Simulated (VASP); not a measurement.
Al2O3, 5 atoms in the cell. It takes space group P-6m2 (No. 187, hexagonal). The conventional cell has a = 2.867 Å, b = 2.867 Å, c = 7.301 Å, α = 90.00°, β = 90.00°, γ = 120.00°. Al (site symmetry 3m) has 6 O at 1.79 to 2.16 Å within 2.4 Å. O (site symmetry 3m) has 3 Al at 1.79 Å within 2.4 Å. O (site symmetry -6m2) has 6 Al at 2.16 Å and 12 O at 2.65 to 2.87 Å within 2.9 Å. 

- Program: VASP 6.6.1
- Task: single point
- Functional: PBE
- Dispersion: D3(BJ)
- Potentials or basis: VASP PAW PBE potentials, release 64 (Al, O)
- Cutoff: 520 eV
- k mesh: 12 × 12 × 4
- Occupations: gaussian, width 0.05 eV
- Spin: no spin polarisation
- Dipole correction: no
- Further INCAR settings: ALGO = Normal; EDIFF = 1e-07; NBANDS = 20

Potentials or basis: VASP PAW PBE potentials, release 64 (Al, O).

The run is started by

```console
$ cat potpaw_PBE.64/Al/POTCAR potpaw_PBE.64/O/POTCAR > POTCAR
$ mpirun -np 1 vasp_std > vasp.out
```

Hardware: 1 thread of AMD EPYC 9R45 96-Core Processor (Zen 5), on a shared host.

Estimate the wall time of this run.

Wall time 34 s on 1 thread of AMD EPYC 9R45 96-Core Processor (Zen 5), with other jobs on the host, peak memory 0.18 GiB. Counts: scf iterations 16, k points 57.
